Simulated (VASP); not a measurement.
# Cu (Im-3m) in VASP: notebook, part 2 of 2

VASP 6.6.1. The steps go on from the part before.

### Step 3. Relaxation of cell and atoms, PBE, target pressure 260 GPa, at which the enthalpy is minimised

This run uses another cell than the first one, of 7.15 Å³/atom.

File INCAR:

```
PREC = Accurate
ENCUT = 600
EDIFF = 1E-6
ISMEAR = -1
SIGMA = 0.1
LREAL = F
LASPH = T
NELM = 80
ALGO = Normal
ISIF = 3
LWAVE = F
LCHARG = F
GGA = PE
IBRION = 2
NSW = 32
EDIFFG = -0.005
PSTRESS = 2600.0
```

File KPOINTS:

```
Automatic mesh
0
Gamma
  22 22 22
```

File POSCAR:

```
Cu
1.0
   -1.2137261234      1.2137261234      1.2137261234
    1.2137261234     -1.2137261234      1.2137261234
    1.2137261234      1.2137261234     -1.2137261234
Cu
1
Direct
    0.0000000000      0.0000000000      0.0000000000
```

Potentials or basis: VASP PAW PBE potentials, release 64 (Cu).

Command:

```console
$ cat potpaw_PBE.64/Cu/POTCAR > POTCAR
$ mpirun -np 1 vasp_std > vasp.out
```

OUTCAR:

```text
PREC = Accurate
   ENCUT = 600
   EDIFF = 1E-6
   ISMEAR = -1
   LREAL = F
   LASPH = T
   NELM = 80
   ISIF = 3
   GGA = PE
   IBRION = 2
   NSW = 32
   EDIFFG = -0.005
   PSTRESS = 2600.0

 ion  position               nearest neighbor table
   1  0.000  0.000  0.000-

  LATTYP: Found a body centered cubic cell.
 ALAT       =     2.4274522468

  Lattice vectors:

 A1 = (  -1.2137261234,   1.2137261234,   1.2137261234)
 A2 = (   1.2137261234,  -1.2137261234,   1.2137261234)
 A3 = (   1.2137261234,   1.2137261234,  -1.2137261234)

Analysis of symmetry for initial positions (statically):
=====================================================================
 Subroutine PRICEL returns:
 Original cell was already a primitive cell.

 Routine SETGRP: Setting up the symmetry group for a
 body centered cubic supercell.

 Subroutine GETGRP returns: Found 48 space group operations
 (whereof 48 operations were pure point group operations)
 out of a pool of 48 trial point group operations.

The static configuration has the point symmetry O_h .

Analysis of symmetry for dynamics (positions and initial velocities):
=====================================================================
 Subroutine PRICEL returns:
 Original cell was already a primitive cell.

 Routine SETGRP: Setting up the symmetry group for a
 body centered cubic supercell.

 Subroutine GETGRP returns: Found 48 space group operations
 (whereof 48 operations were pure point group operations)
 out of a pool of 48 trial point group operations.

The dynamic configuration has the point symmetry O_h .

 Subroutine INISYM returns: Found 48 space group operations
 (whereof 48 operations are pure point group operations),
 and found     1 'primitive' translations

----------------------------------------------------------------------------------------

                                     Primitive cell

  volume of cell :       7.1519

  direct lattice vectors                    reciprocal lattice vectors
    -1.213726123  1.213726123  1.213726123     0.000000000  0.411954551  0.411954551
     1.213726123 -1.213726123  1.213726123     0.411954551  0.000000000  0.411954551
     1.213726123  1.213726123 -1.213726123     0.411954551  0.411954551  0.000000000

  length of vectors
     2.102235312  2.102235312  2.102235312     0.582591713  0.582591713  0.582591713

  position of ions in fractional coordinates (direct lattice)
     0.000000000  0.000000000  0.000000000

  ion indices of the primitive-cell ions
   primitive index   ion index
                 1           1

----------------------------------------------------------------------------------------

 KPOINTS: Automatic mesh

Automatic generation of k-mesh.
 Grid dimensions read from file:
 generate k-points for:   22   22   22

 Generating k-lattice:

  Cartesian coordinates                     Fractional coordinates (reciprocal lattice)
     0.000000000  0.018725207  0.018725207     0.045454545  0.000000000  0.000000000
     0.018725207  0.000000000  0.018725207     0.000000000  0.045454545  0.000000000
     0.018725207  0.018725207  0.000000000     0.000000000  0.000000000  0.045454545

  Length of vectors
     0.026481441  0.026481441  0.026481441

  Shift w.r.t. Gamma in fractional coordinates (k-lattice)
     0.000000000  0.000000000  0.000000000

 Subroutine IBZKPT returns following result:
 ===========================================

 Found    328 irreducible k-points:

 Following reciprocal coordinates:
            Coordinates               Weight
  0.000000  0.000000  0.000000      1.000000
  0.045455  0.000000  0.000000     12.000000
  0.090909  0.000000  0.000000     12.000000
  0.136364  0.000000  0.000000     12.000000
  0.181818  0.000000  0.000000     12.000000
  0.227273  0.000000  0.000000     12.000000
[... 16 lines left out ...]
  0.090909  0.090909  0.000000     24.000000
  0.136364  0.090909  0.000000     48.000000
 [... further k-points ...]
   k-points           NKPTS =    328   k-points in BZ     NKDIM =    328   number of bands    NBANDS=      9
   number of dos      NEDOS =    301   number of ions     NIONS =      1
   total plane-waves  NPLWV =   5832
   dimension x,y,z NGX =    18 NGY =   18 NGZ =   18
   dimension x,y,z NGXF=    36 NGYF=   36 NGZF=   36
   ions per type =               1
   NGX,Y,Z   is equivalent  to a cutoff of  14.23, 14.23, 14.23 a.u.
   NGXF,Y,Z  is equivalent  to a cutoff of  28.47, 28.47, 28.47 a.u.
 SYSTEM =  unknown system
   PREC   = accura    normal or accurate (medium, high low for compatibility)
   ISTART =      0    job   : 0-new  1-cont  2-samecut
   ICHARG =      2    charge: 1-file 2-atom 10-const
   ISPIN  =      1    spin polarized calculation?
   LNONCOLLINEAR =      F non collinear calculations
   LSORBIT =      F    spin-orbit coupling
   LASPH  =      T    aspherical Exc in radial PAW
   ENCUT  =  600.0 eV  44.10 Ry    6.64 a.u.   4.20  4.20  4.20*2*pi/ulx,y,z
   NELM   =     80;   NELMIN=  2; NELMDL= -5     # of ELM steps
   EDIFF  = 0.1E-05   stopping-criterion for ELM
   LREAL  =      F    real-space projection
   EDIFFG = -.5E-02   stopping-criterion for IOM
   NSW    =     32    number of steps for IOM
   IBRION =      2    ionic relax: 0-MD 1-quasi-New 2-CG
   NFREE  =      1    steps in history (QN), initial steepest desc. (CG)
   ISIF   =      3    stress and relaxation
   ISYM   =      2    0-nonsym 1-usesym 2-fastsym
   POTIM  = 0.5000    time-step for ionic-motion
   TEBEG  =    0.0;   TEEND  =   0.0 temperature during run
   PSTRESS= 2600.0 pullay stress
   NELECT =      11.0000    total number of electrons
   NUPDOWN=      -1.0000    fix difference up-down
   EMIN   =  10.00;   EMAX   =-10.00  energy-range for DOS
   EFERMI =   0.00;   METHOD = LEGACY
   ISMEAR =    -1;   SIGMA  =   0.10  broadening in eV -4-tet -1-fermi 0-gaus
   EFERMI_NEDOS =   21; number of points for ismear=-14 and -15
   IALGO  =     38    algorithm
   IMIX   =      4    mixing-type and parameters
     AMIX     =   0.40;   BMIX     =  1.00
     AMIX_MAG =   1.60;   BMIX_MAG =  1.00
  volume/ion in A,a.u.               =       7.15        48.26
  Fermi-wavevector in a.u.,A,eV,Ry     =   1.889724  3.571060 48.587174  3.571057
  Thomas-Fermi vector in A             =   2.931251
   LORBIT       =      0    0 simple, 1 ext, 2 COOP (PROOUT), +10 PAW based schemes
   GGA     = PE    functional components
   LHFCALC =     F    Hartree Fock is set to
   AEXX    =    0.0000 exact exchange contribution
   IVDW    =     0    specifies the selected vdW correction
   LEPSILON=     F    determine dielectric tensor
   LRPA    =     F    only Hartree local field effects (RPA)
 conjugate gradient relaxation of ions
 non-spin polarized calculation
  energy-cutoff  :      600.00
  volume of cell :        7.15
 maximum number of plane-waves:       250
 NGX is ok and might be reduce to    18
   NGX =  9   NGY =  9   NGZ =  9

--------------------------------------- Ionic step        1  -------------------------------------------

 number of electron      10.9999992 magnetization

 Free energy of the ion-electron system (eV)
  ---------------------------------------------------
  ext. energy  EPLUGINS =         0.00000000
  ---------------------------------------------------
  free energy    TOTEN  =        -1.29826357 eV

  energy without entropy =       -1.29141958  energy(sigma->0) =       -1.29484158

------------------------ aborting loop because EDIFF is reached ----------------------------------------

  FORCE on cell =-STRESS in cart. coord.  units (eV):
  Direction    XX          YY          ZZ          XY          YZ          ZX
  --------------------------------------------------------------------------------------
  -------------------------------------------------------------------------------------
  Total       11.6928258     11.6928258     11.6928258      0.0000000      0.0000000      0.0000000
  in kB     2619.4370766   2619.4370766   2619.4370766      0.0000000      0.0000000      0.0000000
  external PRESSURE =      19.4370766 kB  Pullay stress =    2600.0000000 kB
[... 61 lines left out ...]
--------------------------------------- Ionic step        3  -------------------------------------------

 number of electron      10.9999991 magnetization

 Free energy of the ion-electron system (eV)
  ---------------------------------------------------
  ext. energy  EPLUGINS =         0.00000000
  ---------------------------------------------------
  free energy    TOTEN  =        -1.31778144 eV

  energy without entropy =       -1.31092608  energy(sigma->0) =       -1.31435376

 E-fermi :  16.0541     XC(G=0): -15.9166

 val. band max:       16.0326490460   @ k =   0.3182   0.0909   0.0909
 cond. band min:      16.0586872374   @ k =  -0.3636   0.3636   0.2273
 fundamental gap:      0.0260381914
 Fermi energy:        16.0541126655

 k-point     1 :       0.0000    0.0000    0.0000
  band No.  band energies     occupation
      1       1.8908      2.00000
      2      10.4556      2.00000
      3      10.4556      2.00000
      4      10.4556      2.00000
      5      12.5419      2.00000
      6      12.5419      2.00000
      7      45.4212      0.00000
      8      45.4212      0.00000
      9      45.4212      0.00000
[... 265 lines left out ...]
 k-point    24 :       0.1364    0.0909    0.0000
  band No.  band energies     occupation
      1       3.9542      2.00000
      2       9.9841      2.00000
      3      10.1351      2.00000
      4      11.6579      2.00000
      5      12.1253      2.00000
      6      12.6621      2.00000
      7      38.3530      0.00000
      8      40.6581      0.00000
      9      46.0887      0.00000

 [... further k-points ...]
[... 5 lines left out ...]
  --------------------------------------------------------------------------------------
  -------------------------------------------------------------------------------------
  Total       11.6263891     11.6263891     11.6263891     -0.0000000      0.0000000      0.0000000
  in kB     2600.1963611   2600.1963611   2600.1963611     -0.0000000      0.0000000      0.0000000
  external PRESSURE =       0.1963611 kB  Pullay stress =    2600.0000000 kB
[... 20 lines left out ...]
  energy  without entropy=       -1.3109260830  energy(sigma->0) =       -1.31435376

  enthalpy is  TOTEN    =        10.3077296564 eV   P V=       11.6255110953

 reached required accuracy - stopping structural energy minimisation
```

OSZICAR:

```text
N       E                     dE             d eps       ncg     rms          rms(c)
DAV:   1     0.345728890577E+02    0.34573E+02   -0.63517E+03  6441   0.263E+03
[... 21 lines left out ...]
       N       E                     dE             d eps       ncg     rms          rms(c)
DAV:   1    -0.133711781625E+01    0.10456E+00   -0.42549E-01  6191   0.188E+01    0.110E+00
DAV:   2    -0.131994775824E+01    0.17170E-01   -0.13967E-01  6206   0.102E+01    0.170E-01
DAV:   3    -0.131834582349E+01    0.16019E-02   -0.52295E-03  6241   0.205E+00    0.147E-01
DAV:   4    -0.131778455668E+01    0.56127E-03   -0.48909E-04  7113   0.353E-01    0.674E-03
DAV:   5    -0.131778323898E+01    0.13177E-05   -0.29657E-06  5899   0.217E-02    0.430E-03
DAV:   6    -0.131778120115E+01    0.20378E-05   -0.28834E-07  3150   0.138E-02    0.549E-04
DAV:   7    -0.131778143891E+01   -0.23777E-06   -0.85998E-09  2970   0.253E-03
   3 F= 0.10307730E+02 E0= 0.10311157E+02  d E =-.679464E-04
```

It took 66 s on 1 thread of Intel Xeon 8259CL, shared host; peak memory 0.15 GiB.

What came out:

* Free energy: -1.3178 eV
* Relaxed volume: 7.16 Å³/atom
* Relaxed cell: a = 2.103 Å, b = 2.103 Å, c = 2.103 Å, α = 109.47°, β = 109.47°, γ = 109.47°
* Space group after relaxing (to 0.1 Å): Im-3m (No. 229)
* Energy change on relaxing (the run minimises the enthalpy): -19.5 meV/atom
* Ionic steps: 3
* Pressure after relaxing: 260.0 GPa
* Band gap on the k mesh: zero (an odd number of electrons rules out a gap without spin polarisation)

Step by step:
```
step  energy change (eV)  largest force (eV/Å)  pressure (GPa)  volume (Å³)
   1              0.0000                0.0000          261.94         7.15
   2             -0.1434                0.0000          247.86         7.24
   3             -0.0195                0.0000          260.02         7.16
```

Final structure:
```
CELL_PARAMETERS angstrom
-1.21440 1.21440 1.21440
1.21440 -1.21440 1.21440
1.21440 1.21440 -1.21440
ATOMIC_POSITIONS crystal
Cu 0.00000 0.00000 0.00000
```

Caveat: the cell is relaxed towards a set pressure, so the run minimises the enthalpy, not the energy.
